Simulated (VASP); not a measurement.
# NaI (Fm-3m) in VASP: a series of runs

Aim: see how the results for NaI move with the level of theory and the settings. Levels: LDA, PBEsol. Tasks: electric field gradients.

Everything below comes from runs of VASP 6.6.1. Logs are shortened: lines on timing, memory, paths and dates and some standing lists are left out, and cuts for length are marked.

## 1. The cell of the first run

Symmetry: Fm-3m, No. 225, cubic system. The conventional cell has a = 6.473 Å, b = 6.473 Å, c = 6.473 Å, α = 90.00°, β = 90.00°, γ = 90.00°. Na (site symmetry m-3m) has 6 I at 3.24 Å within 4.3 Å. Within 4.3 Å of I (site symmetry m-3m) lie 6 Na at 3.24 Å.

## 2. Electric field gradients, LDA

INCAR reads:

```
PREC = Accurate ; ENCUT = 520
EDIFF = 1E-8 ; ISMEAR = -1
SIGMA = 0.01 ; LREAL = F
LASPH = T ; NELM = 60
ALGO = Normal ; ISIF = 2
LWAVE = F ; LCHARG = F
GGA = CA ; LEFG = T
NBANDS = 14
```

KPOINTS reads:

```
regular mesh
0
Gamma
  7 7 7
```

POSCAR reads:

```
NaI
1.0
    0.0000000000      3.2364000000      3.2364000000
    3.2364000000      0.0000000000      3.2364000000
    3.2364000000      3.2364000000      0.0000000000
Na I
1 1
Direct
    0.0000000000      0.0000000000      0.0000000000
    0.5000000000      0.5000000000      0.5000000000
```

Potentials or basis: VASP PAW LDA potentials, release 64 (Na_pv, I).

On the command line:

```sh
$ cat potpaw_LDA.64/Na_pv/POTCAR potpaw_LDA.64/I/POTCAR > POTCAR
$ mpirun -np 1 vasp_std > vasp.out
```

OUTCAR:

```text
PREC = Accurate
   ENCUT = 520
   EDIFF = 1E-8
   ISMEAR = -1
   LREAL = F
   LASPH = T
   NELM = 60
   ISIF = 2
   GGA = CA

 ion  position               nearest neighbor table
   1  0.000  0.000  0.000-
   2  0.500  0.500  0.500-

  LATTYP: Found a face centered cubic cell.
 ALAT       =     6.4728000000

  Lattice vectors:

 A1 = (   0.0000000000,   3.2364000000,   3.2364000000)
 A2 = (   3.2364000000,   0.0000000000,   3.2364000000)
 A3 = (   3.2364000000,   3.2364000000,   0.0000000000)

Analysis of symmetry for initial positions (statically):
=====================================================================
 Subroutine PRICEL returns:
 Original cell was already a primitive cell.

 Routine SETGRP: Setting up the symmetry group for a
 face centered cubic supercell.

 Subroutine GETGRP returns: Found 48 space group operations
 (whereof 48 operations were pure point group operations)
 out of a pool of 48 trial point group operations.

The static configuration has the point symmetry O_h .

Analysis of symmetry for dynamics (positions and initial velocities):
=====================================================================
 Subroutine PRICEL returns:
 Original cell was already a primitive cell.

 Routine SETGRP: Setting up the symmetry group for a
 face centered cubic supercell.

 Subroutine GETGRP returns: Found 48 space group operations
 (whereof 48 operations were pure point group operations)
 out of a pool of 48 trial point group operations.

The dynamic configuration has the point symmetry O_h .

 Subroutine INISYM returns: Found 48 space group operations
 (whereof 48 operations are pure point group operations),
 and found     1 'primitive' translations

----------------------------------------------------------------------------------------

                                     Primitive cell

  volume of cell :      67.7980

  direct lattice vectors                    reciprocal lattice vectors
     0.000000000  3.236400000  3.236400000    -0.154492646  0.154492646  0.154492646
     3.236400000  0.000000000  3.236400000     0.154492646 -0.154492646  0.154492646
     3.236400000  3.236400000  0.000000000     0.154492646  0.154492646 -0.154492646

  length of vectors
     4.576960773  4.576960773  4.576960773     0.267589113  0.267589113  0.267589113

  position of ions in fractional coordinates (direct lattice)
     0.000000000  0.000000000  0.000000000
     0.500000000  0.500000000  0.500000000

  ion indices of the primitive-cell ions
   primitive index   ion index
                 1           1
                 2           2

----------------------------------------------------------------------------------------

 KPOINTS: regular mesh

Automatic generation of k-mesh.
 Grid dimensions read from file:
 generate k-points for:    7    7    7

 Generating k-lattice:

  Cartesian coordinates                     Fractional coordinates (reciprocal lattice)
    -0.022070378  0.022070378  0.022070378     0.142857143  0.000000000  0.000000000
     0.022070378 -0.022070378  0.022070378     0.000000000  0.142857143  0.000000000
     0.022070378  0.022070378 -0.022070378     0.000000000  0.000000000  0.142857143

  Length of vectors
     0.038227016  0.038227016  0.038227016

  Shift w.r.t. Gamma in fractional coordinates (k-lattice)
     0.000000000  0.000000000  0.000000000

 Subroutine IBZKPT returns following result:
 ===========================================

 Found     20 irreducible k-points:

 Following reciprocal coordinates:
            Coordinates               Weight
  0.000000  0.000000  0.000000      1.000000
  0.142857  0.000000  0.000000      8.000000
  0.285714  0.000000  0.000000      8.000000
  0.428571  0.000000  0.000000      8.000000
  0.142857  0.142857  0.000000      6.000000
  0.285714  0.142857  0.000000     24.000000
[... 12 lines left out ...]
 -0.428571  0.428571  0.142857     24.000000
 -0.285714  0.428571  0.142857     24.000000
   k-points           NKPTS =     20   k-points in BZ     NKDIM =     20   number of bands    NBANDS=     14
   number of dos      NEDOS =    301   number of ions     NIONS =      2
   total plane-waves  NPLWV =  46656
   dimension x,y,z NGX =    36 NGY =   36 NGZ =   36
   dimension x,y,z NGXF=    72 NGYF=   72 NGZF=   72
   ions per type =               1   1
   NGX,Y,Z   is equivalent  to a cutoff of  13.08, 13.08, 13.08 a.u.
   NGXF,Y,Z  is equivalent  to a cutoff of  26.15, 26.15, 26.15 a.u.
 SYSTEM =  unknown system
   PREC   = accura    normal or accurate (medium, high low for compatibility)
   ISTART =      0    job   : 0-new  1-cont  2-samecut
   ICHARG =      2    charge: 1-file 2-atom 10-const
   ISPIN  =      1    spin polarized calculation?
   LNONCOLLINEAR =      F non collinear calculations
   LSORBIT =      F    spin-orbit coupling
   LASPH  =      T    aspherical Exc in radial PAW
   ENCUT  =  520.0 eV  38.22 Ry    6.18 a.u.   8.51  8.51  8.51*2*pi/ulx,y,z
   NELM   =     60;   NELMIN=  2; NELMDL= -5     # of ELM steps
   EDIFF  = 0.1E-07   stopping-criterion for ELM
   LREAL  =      F    real-space projection
   EDIFFG = 0.1E-06   stopping-criterion for IOM
   NSW    =      0    number of steps for IOM
   IBRION =     -1    ionic relax: 0-MD 1-quasi-New 2-CG
   NFREE  =      0    steps in history (QN), initial steepest desc. (CG)
   ISIF   =      2    stress and relaxation
   ISYM   =      2    0-nonsym 1-usesym 2-fastsym
   POTIM  = 0.5000    time-step for ionic-motion
   TEBEG  =    0.0;   TEEND  =   0.0 temperature during run
   PSTRESS=    0.0 pullay stress
   NELECT =      14.0000    total number of electrons
   NUPDOWN=      -1.0000    fix difference up-down
   EMIN   =  10.00;   EMAX   =-10.00  energy-range for DOS
   EFERMI =   0.00;   METHOD = LEGACY
   ISMEAR =    -1;   SIGMA  =   0.01  broadening in eV -4-tet -1-fermi 0-gaus
   EFERMI_NEDOS =   21; number of points for ismear=-14 and -15
   IALGO  =     38    algorithm
   IMIX   =      4    mixing-type and parameters
     AMIX     =   0.40;   BMIX     =  1.00
     AMIX_MAG =   1.60;   BMIX_MAG =  1.00
  volume/ion in A,a.u.               =      33.90       228.76
  Fermi-wavevector in a.u.,A,eV,Ry     =   0.967636  1.828567 12.739397  0.936319
  Thomas-Fermi vector in A             =   2.097538
   LORBIT       =      0    0 simple, 1 ext, 2 COOP (PROOUT), +10 PAW based schemes
   GGA     = CA    functional components
   LHFCALC =     F    Hartree Fock is set to
   AEXX    =    0.0000 exact exchange contribution
   IVDW    =     0    specifies the selected vdW correction
   LEPSILON=     F    determine dielectric tensor
   LRPA    =     F    only Hartree local field effects (RPA)
 non-spin polarized calculation
  energy-cutoff  :      520.00
  volume of cell :       67.80
 maximum number of plane-waves:      1841
 NGX is ok and might be reduce to    36
   NGX = 17   NGY = 17   NGZ = 17

 number of electron      14.0000001 magnetization

 Free energy of the ion-electron system (eV)
  ---------------------------------------------------
  ext. energy  EPLUGINS =         0.00000000
  ---------------------------------------------------
  free energy    TOTEN  =        -5.98185030 eV

  energy without entropy =       -5.98185030  energy(sigma->0) =       -5.98185030

 E-fermi :   0.8846     XC(G=0):  -8.1000

 val. band max:        0.6189499426   @ k =   0.0000   0.0000   0.0000
 cond. band min:       3.9642748619   @ k =   0.0000   0.0000   0.0000
 fundamental gap:      3.3453249193
 Fermi energy:         0.8845543313

 k-point     1 :       0.0000    0.0000    0.0000
  band No.  band energies     occupation
      1     -21.7684      2.00000
      2     -21.7684      2.00000
      3     -21.7684      2.00000
      4     -10.4646      2.00000
      5       0.6189      2.00000
      6       0.6189      2.00000
      7       0.6189      2.00000
      8       3.9643      0.00000
      9       8.4158      0.00000
     10       8.4158      0.00000
     11       8.4158      0.00000
     12      10.2850      0.00000
     13      10.2850      0.00000
     14      10.8113      0.00000
[... 307 lines left out ...]
 k-point    20 :      -0.2857    0.4286    0.1429
  band No.  band energies     occupation
      1     -21.7716      2.00000
      2     -21.7715      2.00000
      3     -21.7699      2.00000
      4     -10.0686      2.00000
      5      -0.9109      2.00000
      6      -0.8520      2.00000
      7      -0.1604      2.00000
      8       6.1301      0.00000
      9       7.4553      0.00000
     10       8.3816      0.00000
     11       8.7150      0.00000
     12      11.3451      0.00000
     13      12.0366      0.00000
     14      14.0571      0.00000

------------------------ aborting loop because EDIFF is reached ----------------------------------------

  FORCE on cell =-STRESS in cart. coord.  units (eV):
  Direction    XX          YY          ZZ          XY          YZ          ZX
  --------------------------------------------------------------------------------------
  -------------------------------------------------------------------------------------
  Total       -0.6878670     -0.6878670     -0.6878670      0.0000000      0.0000000     -0.0000000
  in kB      -16.2554302    -16.2554302    -16.2554302      0.0000000      0.0000000     -0.0000000
  external PRESSURE =     -16.2554302 kB  Pullay stress =       0.0000000 kB

 VOLUME and BASIS-vectors are now :
 -----------------------------------------------------------------------------
  energy-cutoff  :      520.00
  volume of cell :       67.80
      direct lattice vectors                 reciprocal lattice vectors
     0.000000000  3.236400000  3.236400000    -0.154492646  0.154492646  0.154492646
     3.236400000  0.000000000  3.236400000     0.154492646 -0.154492646  0.154492646
     3.236400000  3.236400000  0.000000000     0.154492646  0.154492646 -0.154492646

 POSITION                                       TOTAL-FORCE (eV/Angst)
 -----------------------------------------------------------------------------------
      0.00000      0.00000      0.00000         0.000000      0.000000      0.000000
      3.23640      3.23640      3.23640         0.000000     -0.000000     -0.000000
 -----------------------------------------------------------------------------------
    total drift:                                0.000000      0.000000      0.000000

  FREE ENERGIE OF THE ION-ELECTRON SYSTEM (eV)
  ---------------------------------------------------
  free  energy   TOTEN  =        -5.9818502973 eV

  energy  without entropy=       -5.9818502973  energy(sigma->0) =       -5.98185030

 Electric field gradients (V/A^2)
---------------------------------------------------------------------
 ion       V_xx      V_yy      V_zz      V_xy      V_xz      V_yz
---------------------------------------------------------------------
   1       0.000    -0.000    -0.000    -0.002    -0.002    -0.002
   2       0.000     0.000    -0.000    -0.000    -0.000    -0.000
---------------------------------------------------------------------

 Electric field gradients after diagonalization (V/A^2)
 (convention: |V_zz| > |V_xx| > |V_yy|)
----------------------------------------------------------------------
 ion       V_xx      V_yy      V_zz     asymmetry (V_yy - V_xx)/ V_zz
----------------------------------------------------------------------
   1       0.002     0.002    -0.005       0.000
   2       0.000     0.000    -0.001       0.000
----------------------------------------------------------------------

           NMR quadrupolar parameters

 Cq : quadrupolar parameter    Cq=e*Q*V_zz/h
 eta: asymmetry parameters     (V_yy - V_xx)/ V_zz
 Q  : nuclear electric quadrupole moment in mb (millibarn)
----------------------------------------------------------------------
 ion       Cq(MHz)       eta       Q (mb)
----------------------------------------------------------------------
   1      -0.000       0.000       1.000
   2      -0.000       0.000       1.000
----------------------------------------------------------------------
```

It took 18 s on 1 thread of Intel Xeon Platinum 8259CL at 2.50GHz (Skylake/Cascade Lake), shared host; peak memory 0.17 GiB.

Results:

```yaml
Free_energy: -5.9819 eV
Pressure: -1.6 GPa
Band_gap_on_the_k_mesh: 3.35 eV
Largest_electric_field_gradient_by_atom: zero within the noise of the run
```

Caveat: spin-orbit coupling is left out, which moves the levels of the heavy elements.

## 3. Electric field gradients, PBEsol

INCAR reads:

```
  PREC = Accurate
  ENCUT = 520
  EDIFF = 1E-8
  ISMEAR = -1
  SIGMA = 0.01
  LREAL = F
  LASPH = T
  NELM = 80
  ALGO = Normal
  ISIF = 2
  LWAVE = F
  LCHARG = F
  GGA = PS
  LEFG = T
  NBANDS = 14
```

KPOINTS reads:

```
Automatic mesh
0
Gamma
  7 7 7
```

POSCAR is that of step 2.

Potentials or basis: VASP PAW PBE potentials, release 64 (Na_pv, I).

On the command line:

```sh
$ cat potpaw_PBE.64/Na_pv/POTCAR potpaw_PBE.64/I/POTCAR > POTCAR
$ mpirun -np 1 vasp_std > vasp.out
```

OUTCAR:

```text
PREC = Accurate
   ENCUT = 520
   EDIFF = 1E-8
   ISMEAR = -1
   LREAL = F
   LASPH = T
   NELM = 80
   ISIF = 2
   GGA = PS

 ion  position               nearest neighbor table
   1  0.000  0.000  0.000-
   2  0.500  0.500  0.500-

  LATTYP: Found a face centered cubic cell.
 ALAT       =     6.4728000000

  Lattice vectors:

 A1 = (   0.0000000000,   3.2364000000,   3.2364000000)
 A2 = (   3.2364000000,   0.0000000000,   3.2364000000)
 A3 = (   3.2364000000,   3.2364000000,   0.0000000000)

Analysis of symmetry for initial positions (statically):
=====================================================================
 Subroutine PRICEL returns:
 Original cell was already a primitive cell.

 Routine SETGRP: Setting up the symmetry group for a
 face centered cubic supercell.

 Subroutine GETGRP returns: Found 48 space group operations
 (whereof 48 operations were pure point group operations)
 out of a pool of 48 trial point group operations.

The static configuration has the point symmetry O_h .

Analysis of symmetry for dynamics (positions and initial velocities):
=====================================================================
 Subroutine PRICEL returns:
 Original cell was already a primitive cell.

 Routine SETGRP: Setting up the symmetry group for a
 face centered cubic supercell.

 Subroutine GETGRP returns: Found 48 space group operations
 (whereof 48 operations were pure point group operations)
 out of a pool of 48 trial point group operations.

[... 475 lines left out ...]
      1     -21.5307      2.00000
      2     -21.5306      2.00000
      3     -21.5290      2.00000
      4      -9.9438      2.00000
      5      -0.7988      2.00000
      6      -0.7350      2.00000
      7      -0.0506      2.00000
      8       6.3847      0.00000
      9       7.6274      0.00000
     10       8.5326      0.00000
     11       8.9310      0.00000
     12      11.5809      0.00000
     13      12.2156      0.00000
     14      14.2665      0.00000

------------------------ aborting loop because EDIFF is reached ----------------------------------------

  FORCE on cell =-STRESS in cart. coord.  units (eV):
  Direction    XX          YY          ZZ          XY          YZ          ZX
  --------------------------------------------------------------------------------------
  -------------------------------------------------------------------------------------
  Total       -0.2027202     -0.2027202     -0.2027202      0.0000000     -0.0000000      0.0000000
  in kB       -4.7906135     -4.7906135     -4.7906135      0.0000000     -0.0000000      0.0000000
  external PRESSURE =      -4.7906135 kB  Pullay stress =       0.0000000 kB

 VOLUME and BASIS-vectors are now :
 -----------------------------------------------------------------------------
  energy-cutoff  :      520.00
  volume of cell :       67.80
      direct lattice vectors                 reciprocal lattice vectors
     0.000000000  3.236400000  3.236400000    -0.154492646  0.154492646  0.154492646
     3.236400000  0.000000000  3.236400000     0.154492646 -0.154492646  0.154492646
     3.236400000  3.236400000  0.000000000     0.154492646  0.154492646 -0.154492646

 POSITION                                       TOTAL-FORCE (eV/Angst)
 -----------------------------------------------------------------------------------
      0.00000      0.00000      0.00000        -0.000000     -0.000000      0.000000
      3.23640      3.23640      3.23640         0.000000      0.000000     -0.000000
 -----------------------------------------------------------------------------------
    total drift:                                0.000000      0.000000      0.000000

  FREE ENERGIE OF THE ION-ELECTRON SYSTEM (eV)
  ---------------------------------------------------
  free  energy   TOTEN  =        -5.6668335800 eV

  energy  without entropy=       -5.6668335800  energy(sigma->0) =       -5.66683358

 Electric field gradients (V/A^2)
---------------------------------------------------------------------
 ion       V_xx      V_yy      V_zz      V_xy      V_xz      V_yz
---------------------------------------------------------------------
   1      -0.000    -0.000     0.000     0.003     0.003     0.003
   2       0.000    -0.000     0.000    -0.000    -0.000    -0.000
---------------------------------------------------------------------

 Electric field gradients after diagonalization (V/A^2)
 (convention: |V_zz| > |V_xx| > |V_yy|)
----------------------------------------------------------------------
 ion       V_xx      V_yy      V_zz     asymmetry (V_yy - V_xx)/ V_zz
----------------------------------------------------------------------
   1      -0.003    -0.003     0.007       0.000
   2       0.000     0.000    -0.001       0.000
----------------------------------------------------------------------

           NMR quadrupolar parameters

 Cq : quadrupolar parameter    Cq=e*Q*V_zz/h
 eta: asymmetry parameters     (V_yy - V_xx)/ V_zz
 Q  : nuclear electric quadrupole moment in mb (millibarn)
----------------------------------------------------------------------
 ion       Cq(MHz)       eta       Q (mb)
----------------------------------------------------------------------
   1       0.000       0.000       1.000
   2      -0.000       0.000       1.000
----------------------------------------------------------------------
```

Run time: 26 s. Hardware: 1 thread of Intel Xeon Platinum 8259CL at 2.50GHz (Skylake/Cascade Lake), shared host; peak memory 0.21 GiB.

What came out:

```yaml
Free_energy: -5.6668 eV
Pressure: -0.5 GPa
Band_gap_on_the_k_mesh: 3.51 eV
Largest_electric_field_gradient_by_atom: zero within the noise of the run
```

Caveat: the PAW data sets were made with another functional, which shifts forces and pressure a little; spin-orbit coupling is left out, which moves the levels of the heavy elements. As with any semilocal functional, this PBEsol gap is likely too small.
